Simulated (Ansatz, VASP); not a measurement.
## Mo in VASP and in Ansatz

INCAR

```
SYSTEM = Mo
ALGO = Fast
EDIFF = 1E-6
ENCUT = 520
GGA = PS
ISIF = 2
ISMEAR = -1
LASPH = .TRUE.
LCHARG = .TRUE.
LELF = .TRUE.
LREAL = .FALSE.
LVHAR = .TRUE.
LWAVE = .FALSE.
NBANDS = 13
NELM = 100
PREC = Accurate
SIGMA = 0.05
```

Contents of KPOINTS:

```
k-points
0
G
  12 12 12
  0 0 0
```

The input POSCAR:

```
Mo
1.0
   -1.5204566130      1.5204566130      1.5838089719
    1.5204566130     -1.5204566130      1.5838089719
    1.5204566130      1.5204566130     -1.5838089719
Mo
1
Direct
    0.0000000000      0.0000000000      0.0000000000
```

Contents of input.yaml:

```yaml
crystal:
  lattice:
    - [-1.520456613, 1.520456613, 1.5838089719]
    - [1.520456613, -1.520456613, 1.5838089719]
    - [1.520456613, 1.520456613, -1.5838089719]
  atoms:
    - { symbol: Mo, position: [0.0, 0.0, 0.0] }
kpoints:
  mp_grid: { grid: [12, 12, 12] }
scf:
  occupations: { method: fermi_dirac, width: 0.05 }
hamiltonian:
  xc: pbesol
  pseudopotentials: { kind: all_electron, lapw: { basis_error: 0.001 } }
output:
  forces: true
  stress: true
  eigenvalues: true
```

Change from the starting cell: strain_xy = -0.04.

Alike in both runs: task single point; functional PBEsol; k mesh 12 × 12 × 12; occupations fermi-dirac, width 0.05 eV; no spin polarisation.

|  | VASP | Ansatz |
| --- | --- | --- |
| version | VASP 6.6.1 | Ansatz 0.2.0 |
| potentials or method | VASP PAW PBE potentials, release 64 (Mo_sv), cutoff 520 eV | all-electron LAPW, scalar-relativistic |

```csv
,VASP,Ansatz,Ansatz less VASP
gap on the k mesh at the Fermi level (eV),none,none,-
pressure (GPa),14.9,14.2,-0.69
"traceless stress, the component that is largest in VASP (GPa)",-10.81,-10.82,-0.013
```

VASP's potentials were made for PBE, not for PBEsol. A gap of «none» marks a metal or a gap that the smearing closes. Ansatz ran all-electron here, and VASP with PAW potentials.
